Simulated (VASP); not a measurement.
# SiC in VASP: further runs, part 2 of 2

VASP 6.6.1.

## (4) Single point, PBE (atoms displaced along a vibrational mode, the cell strained)

Contents of INCAR:

```
ALGO = Normal
EDIFF = 1E-7
ENCUT = 520
GGA = PE
ISIF = 2
ISMEAR = 0
LASPH = T
LCHARG = T
LELF = T
LREAL = F
LVHAR = T
LWAVE = F
NBANDS = 36
NELM = 60
PREC = Accurate
SIGMA = 0.05
```

Contents of KPOINTS:

```
k-points
0
Gamma
  12 12 2
```

Contents of POSCAR:

```
SiC
1.0
    3.0175641559      0.0000000000      0.0000000000
   -1.5087820780      2.6132872166      0.0000000000
    0.0000000000      0.0000000000     14.8066590531
Si C
6 6
Direct
    0.0000000000      0.0000000000      0.1250405817
    0.0000000000      0.0000000000      0.6250393361
    0.3333333333      0.6666666667      0.2918410209
    0.6666666667      0.3333333333      0.7917935669
    0.3333333333      0.6666666667      0.9583303597
    0.6666666667      0.3333333333      0.4582887901
    0.0000000000      0.0000000000      0.9987138814
    0.0000000000      0.0000000000      0.5006630044
    0.3333333333      0.6666666667      0.1677389114
    0.6666666667      0.3333333333      0.6659201616
    0.3333333333      0.6666666667      0.8342543950
    0.6666666667      0.3333333333      0.3323759906
```

Potentials or basis: VASP PAW PBE potentials, release 64 (Si, C).

Run with:

```bash
$ cat potpaw_PBE.64/Si/POTCAR potpaw_PBE.64/C/POTCAR > POTCAR
$ mpirun -np 1 vasp_std > vasp.out
```

OUTCAR:

```text
EDIFF = 1E-7
   ENCUT = 520
   GGA = PE
   ISIF = 2
   ISMEAR = 0
   LASPH = T
   LREAL = F
   NELM = 60
   PREC = Accurate

 ion  position               nearest neighbor table
   1  0.000  0.000  0.125-   9 1.85   9 1.85   9 1.85   7 1.87   5 3.02   5 3.02   5 3.02   3 3.02
                             3 3.02   3 3.02
   2  0.000  0.000  0.625-   8 1.84  10 1.84  10 1.84  10 1.84   6 3.02   6 3.02   6 3.02   4 3.02
                             4 3.02   4 3.02
   3  0.333  0.667  0.292-   9 1.84  12 1.84  12 1.84  12 1.84   6 3.02   6 3.02   6 3.02   1 3.02
                             1 3.02   1 3.02
[... 1174 lines left out ...]
 -----------------------------------------------------------------------------
  energy-cutoff  :      520.00
  volume of cell :      116.76
      direct lattice vectors                 reciprocal lattice vectors
     3.017564156  0.000000000  0.000000000     0.331393120  0.191329907  0.000000000
    -1.508782078  2.613287217  0.000000000     0.000000000  0.382659814  0.000000000
     0.000000000  0.000000000 14.806659053     0.000000000  0.000000000  0.067537180

 POSITION                                       TOTAL-FORCE (eV/Angst)
 -----------------------------------------------------------------------------------
      0.00000      0.00000      1.85143         0.000000     -0.000000     -0.049602
      0.00000      0.00000      9.25474         0.000000      0.000000      0.023124
     -0.00000      1.74219      4.32119         0.000000      0.000000      0.018271
      1.50878      0.87110     11.72382         0.000000     -0.000000      0.003771
     -0.00000      1.74219     14.18967         0.000000     -0.000000      0.027008
      1.50878      0.87110      6.78573         0.000000     -0.000000      0.003572
      0.00000      0.00000     14.78762        -0.000000     -0.000000      0.503942
      0.00000      0.00000      7.41315         0.000000     -0.000000     -0.497943
     -0.00000      1.74219      2.48365        -0.000000      0.000000     -0.474660
      1.50878      0.87110      9.86005         0.000000     -0.000000      0.460657
     -0.00000      1.74219     12.35252        -0.000000     -0.000000     -0.491705
      1.50878      0.87110      4.92138        -0.000000      0.000000      0.473566
 -----------------------------------------------------------------------------------
    total drift:                               -0.000000     -0.000000      0.000297

  FREE ENERGIE OF THE ION-ELECTRON SYSTEM (eV)
  ---------------------------------------------------
  free  energy   TOTEN  =       -89.8468700037 eV

  energy  without entropy=      -89.8468700037  energy(sigma->0) =      -89.84687000
```

OSZICAR:

```text
N       E                     dE             d eps       ncg     rms          rms(c)
DAV:   1     0.127387613528E+03    0.12739E+03   -0.22221E+04  2736   0.122E+03
DAV:   2    -0.902819648628E+02   -0.21767E+03   -0.20434E+03  3596   0.212E+02
DAV:   3    -0.101891818956E+03   -0.11610E+02   -0.11530E+02  3584   0.467E+01
DAV:   4    -0.102050565492E+03   -0.15875E+00   -0.15844E+00  3512   0.633E+00
DAV:   5    -0.102053629705E+03   -0.30642E-02   -0.30621E-02  3468   0.837E-01    0.232E+01
DAV:   6    -0.902720752571E+02    0.11782E+02   -0.32970E+01  3360   0.216E+01    0.105E+01
DAV:   7    -0.898981722915E+02    0.37390E+00   -0.37985E+00  3552   0.746E+00    0.434E+00
DAV:   8    -0.898510301167E+02    0.47142E-01   -0.23826E-01  3264   0.194E+00    0.130E+00
DAV:   9    -0.898461398130E+02    0.48903E-02   -0.29643E-02  3424   0.801E-01    0.176E-01
DAV:  10    -0.898467304909E+02   -0.59068E-03   -0.20315E-03  3452   0.199E-01    0.952E-02
DAV:  11    -0.898468678396E+02   -0.13735E-03   -0.24323E-04  3200   0.882E-02    0.182E-02
DAV:  12    -0.898468680694E+02   -0.22979E-06   -0.11299E-05  3604   0.154E-02    0.818E-03
DAV:  13    -0.898468694809E+02   -0.14115E-05   -0.21331E-06  3288   0.685E-03    0.365E-03
DAV:  14    -0.898468698070E+02   -0.32615E-06   -0.10804E-07  2328   0.216E-03    0.157E-03
DAV:  15    -0.898468699753E+02   -0.16822E-06   -0.13328E-07  2104   0.183E-03    0.715E-04
DAV:  16    -0.898468700037E+02   -0.28418E-07   -0.14121E-08  1940   0.775E-04
   1 F= -.89846870E+02 E0= -.89846870E+02  d E =-.930410E-13
```

stdout:

```text
POSCAR found type information on POSCAR SiC
 POSCAR found :  2 types and      12 ions
 scaLAPACK will be used
 LDA part: xc-table for (Slater+PW92), standard interpolation
 POSCAR, INCAR and KPOINTS ok, starting setup
 FFT: planning ... GRIDC
 FFT: planning ... GRID_SOFT
 FFT: planning ... GRID
 WAVECAR not read
 entering main loop
```

Wall time 2.6 min (1 thread of Intel Xeon Platinum 8259CL at 2.50GHz (Skylake/Cascade Lake), shared host); peak memory 0.3 GiB.

What came out:

| Property | Result |
| --- | --- |
| Free energy | -89.8469 eV |
| Pressure | 18.7 GPa |
| Largest force | 0.504 eV/Å |
| Band gap on the k mesh | 2.00 eV (least direct gap 3.12 eV) |

Forces on the atoms (eV/Å):
```
Si   0.000  0.000 -0.050
Si   0.000  0.000  0.023
Si   0.000  0.000  0.018
Si   0.000  0.000  0.004
Si   0.000  0.000  0.027
Si   0.000  0.000  0.004
C    0.000  0.000  0.504
C    0.000  0.000 -0.498
C    0.000  0.000 -0.475
C    0.000  0.000  0.461
C    0.000  0.000 -0.492
C    0.000  0.000  0.474
```

Stress tensor (GPa, compression positive):
```
18.76  0.00  0.00
 0.00 18.76  0.00
 0.00  0.00 18.65
```

Levels at points of the mesh, in eV from the valence-band top:
```csv
k point,band 20,band 21,band 22,band 23,band 24,band 25,band 26,band 27,band 28,band 29
"(0.00, 0.00, 0.00)",-0.30,-0.30,-0.04,0.00,0.00,5.72,5.88,6.32,6.83,7.00
"(0.50, 0.00, 0.00)",-2.32,-1.86,-1.83,-1.71,-1.11,2.00,2.23,3.32,3.99,4.76
"(0.00, 0.00, 0.50)",-0.60,-0.10,-0.10,-0.09,-0.09,5.78,5.79,6.53,6.56,7.31
"(0.50, 0.00, 0.50)",-2.38,-1.78,-1.73,-1.33,-1.33,2.06,2.07,3.52,3.54,5.09
```

Caveat: the cell differs from its parent crystal (atoms displaced along a vibrational mode, the cell strained); the cell stands under pressure. A k mesh can miss the band edges.

## (5) Single point, PBE

Contents of INCAR:

```
SYSTEM = SiC
PREC     = Accurate       ! precision mode
ENCUT    = 520            ! plane-wave cutoff, eV
EDIFF    = 1E-6           ! SCF threshold, eV
ISMEAR   = 0              ! smearing method
SIGMA    = 0.05           ! smearing width, eV
LREAL    = .False.        ! projectors in reciprocal space
LASPH    = .True.         ! aspherical terms in the spheres
NELM     = 100            ! most SCF steps
ALGO     = Normal         ! electronic algorithm
ISIF     = 2              ! what is computed and relaxed
LWAVE    = .False.        ! write WAVECAR
LCHARG   = .True.         ! write CHGCAR
GGA      = PE             ! functional
LELF     = .True.         ! ELF
LVHAR    = .True.       
NBANDS   = 36             ! bands
```

Contents of KPOINTS:

```
regular mesh
0
Gamma
  12 12 2
  0 0 0
```

Contents of POSCAR:

```
SiC
1.0
    3.0175641559      0.0000000000      0.0000000000
   -1.5087820780      2.6132872166      0.0000000000
    0.0000000000      0.0000000000     14.8066590531
Si C
6 6
Direct
    0.0000000000      0.0000000000      0.1250399589
    0.0000000000      0.0000000000      0.6250399589
    0.3333333333      0.6666666667      0.2918172939
    0.6666666667      0.3333333333      0.7918172939
    0.3333333333      0.6666666667      0.9583095749
    0.6666666667      0.3333333333      0.4583095749
    0.0000000000      0.0000000000      0.9996884429
    0.0000000000      0.0000000000      0.4996884429
    0.3333333333      0.6666666667      0.1668295365
    0.6666666667      0.3333333333      0.6668295365
    0.3333333333      0.6666666667      0.8333151928
    0.6666666667      0.3333333333      0.3333151928
```

Run with:

```bash
$ cat potpaw_PBE.64/Si/POTCAR potpaw_PBE.64/C/POTCAR > POTCAR
$ mpirun -np 1 vasp_std > vasp.out
```

Wall time 2.4 min (1 thread of Intel Xeon Platinum 8259CL at 2.50GHz (Skylake/Cascade Lake), shared host); peak memory 0.29 GiB.

It converged, with:

```yaml
Free_energy: -89.8671 eV
Pressure: 18.7 GPa
Largest_force: 0.023 eV/Å
Band_gap_on_the_k_mesh: 2.01 eV (least direct gap 3.12 eV)
```

Forces on the atoms (eV/Å):
```
Si   0.000  0.000 -0.023
Si   0.000  0.000 -0.023
Si   0.000  0.000  0.003
Si   0.000  0.000  0.003
Si   0.000  0.000  0.007
Si   0.000  0.000  0.007
C    0.000  0.000  0.013
C    0.000  0.000  0.013
C    0.000  0.000  0.001
C    0.000  0.000  0.001
C    0.000  0.000  0.000
C    0.000  0.000  0.000
```

Stress tensor (GPa, compression positive):
```
18.74  0.00  0.00
 0.00 18.74  0.00
 0.00  0.00 18.56
```

Levels at points of the mesh, in eV from the valence-band top:
| k point | band 22 | band 23 | band 24 | band 25 | band 26 | band 27 |
| --- | --- | --- | --- | --- | --- | --- |
| (0.00, 0.00, 0.00) | -0.04 | 0.00 | 0.00 | 5.73 | 5.89 | 6.32 |
| (0.50, 0.00, 0.00) | -1.83 | -1.71 | -1.11 | 2.01 | 2.23 | 3.32 |
| (0.00, 0.00, 0.50) | -0.10 | -0.10 | -0.10 | 5.79 | 5.79 | 6.55 |
| (0.50, 0.00, 0.50) | -1.75 | -1.33 | -1.33 | 2.07 | 2.07 | 3.54 |

Caveat: the cell stands under pressure. A k mesh can miss the band edges.

## (6) Overview

| cell | gap on the mesh (eV) | pressure (GPa) | largest force (eV/Å) |
| --- | --- | --- | --- |
| as given, atomic positions A | 1.93 | 19.8 | 2.75 |
| as given, atomic positions B | 1.98 | 19.1 | 1.58 |
| as given, atomic positions C | 2.00 | 18.7 | 0.50 |
| as given, atomic positions D | 2.01 | 18.7 | 0.02 |

Alike in all rows: task single point; level PBE; potentials or basis VASP PAW PBE potentials, release 64 (Si, C); no spin polarisation; k mesh 12 × 12 × 2; cutoff (eV) 520; smearing gaussian 0.05 eV.

Caveats: the cell stands under pressure; forces of over 1 eV/Å act on the atoms, so gaps and moduli don't describe the material at rest (at least some runs).

Total energies depend on the potentials used, so only differences within one code and one set of settings carry meaning.
